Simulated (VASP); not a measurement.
A run of VASP 6.6.1:

Contents of POSCAR:

```
NdGaO2
1.0
    3.8160689391      0.0000000000      0.0000000000
   -1.9080344695      3.3048126438      0.0000000000
    0.0000000000      0.0000000000      5.7195221003
Nd Ga O
1 1 2
Direct
    0.0000000000      0.0000000000      0.5000000000
    0.0000000000      0.0000000000      0.0000000000
    0.3333333333      0.6666666667      0.0000000000
    0.6666666667      0.3333333333      0.0000000000
```

INCAR.step1

```
PREC = Accurate
ENCUT = 520
EDIFF = 1E-6
ISMEAR = 0
SIGMA = 0.1
LREAL = False
LASPH = True
NELM = 200
ALGO = Normal
ISIF = 2
LWAVE = False
LCHARG = True
LMAXMIX = 6
GGA = PE
NBANDS = 26
GGA_COMPAT = False
NEDOS = 2001
LORBIT = 11
```

File KPOINTS.step1:

```
regular mesh
0
Gamma
  12 12 8
```

Contents of INCAR.step2:

```
PREC = Accurate
ENCUT = 520
EDIFF = 1E-6
ISMEAR = -5
SIGMA = 0.1
LREAL = False
LASPH = True
NELM = 200
ALGO = Normal
ISIF = 2
LWAVE = False
LCHARG = False
LMAXMIX = 6
GGA = PE
LORBIT = 11
NBANDS = 26
NEDOS = 1001
ICHARG = 11
GGA_COMPAT = False
```

File KPOINTS.step2:

```
regular mesh
0
Gamma
  18 18 12
```

Potentials or basis: VASP PAW PBE potentials, release 64 (Nd_3, Ga_d, O), 4f in core.

The run is started by

```console
$ cat potpaw_PBE.64/Nd_3/POTCAR potpaw_PBE.64/Ga_d/POTCAR potpaw_PBE.64/O/POTCAR > POTCAR
$ cp INCAR.step1 INCAR
$ cp KPOINTS.step1 KPOINTS
$ mpirun -np 1 vasp_std > vasp.out
$ cp INCAR.step2 INCAR
$ cp KPOINTS.step2 KPOINTS
$ mpirun -np 1 vasp_std > vasp.out
```

Hardware: 1 thread of Intel(R) Xeon(R) Platinum 8375C CPU @ 2.90GHz (Ice Lake), on a shared host.

Task: Estimate the wall time of this run.

Result: It took 4.8 min on 1 thread of Intel(R) Xeon(R) Platinum 8375C CPU @ 2.90GHz (Ice Lake), on a shared host, peak memory 0.56 GiB. Counts: k points 259.
